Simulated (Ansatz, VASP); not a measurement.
**Rh: VASP beside Ansatz**

INCAR

```
SYSTEM = Rh
PREC = Accurate
ENCUT = 520
EDIFF = 1E-6
ISMEAR = -1
SIGMA = 0.05
LREAL = .False.
LASPH = .True.
NELM = 150
ALGO = Normal
ISIF = 2
LWAVE = .False.
LCHARG = .False.
ISPIN = 2
MAGMOM = 1
LORBIT = 11
LMAXMIX = 4
GGA = RE
NBANDS = 18
```

KPOINTS

```
Automatic mesh
0
Gamma
  23 23 23
  0 0 0
```

Contents of POSCAR:

```
Rh
1.0
    0.0000000000      1.9976587316      1.9976587316
    1.9976587316      0.0000000000      1.9976587316
    1.9976587316      1.9976587316      0.0000000000
Rh
1
Direct
    0.0000000000      0.0000000000      0.0000000000
```

Input for Ansatz:

```yaml
crystal:
  lattice:
    - [0.0, 1.9976587316, 1.9976587316]
    - [1.9976587316, 0.0, 1.9976587316]
    - [1.9976587316, 1.9976587316, 0.0]
  atoms:
    - { symbol: Rh, position: [0.0, 0.0, 0.0], spin: 1.0 }
hamiltonian:
  xc: revpbe
  pseudopotentials:
    kind: paw
    azcp:
      Rh: "pseudopotentials/Rh.paw.azcp"
basis:
  ecutwfc: 420
  fft_grid_basis: typed
kpoints:
  mp_grid: { grid: [23, 23, 23], shift: [0, 0, 0] }
magnetization:
  spin_polarized: true
scf:
  occupations: { method: fermi_dirac, width: 0.05 }
output:
  stress: true
```

Alike in both runs: task single point; functional revPBE; k mesh 23 × 23 × 23; occupations fermi-dirac, width 0.05 eV; collinear spin.

|  | VASP | Ansatz |
| --- | --- | --- |
| version | VASP 6.6.1 | Ansatz 0.2.0 |
| potentials or method | VASP PAW PBE potentials, release 64 (Rh_pv), cutoff 520 eV | plane waves (420 eV) with PAW, scalar-relativistic |
| valence electrons in the cell | 15 | 17 |

|  | VASP | Ansatz | Ansatz less VASP |
| --- | --- | --- | --- |
| pressure (GPa) | -20.3 | -20.4 | -0.11 |
| net moment per atom (μB) | 0.00 | 0.00 | 0.000 |

VASP's potentials were made for PBE, not for revPBE. VASP's potentials hold 15 valence electrons a cell and Ansatz's 17, so a difference there can come from the potentials and not from the codes. Ansatz's warnings: seeded moment not kept.
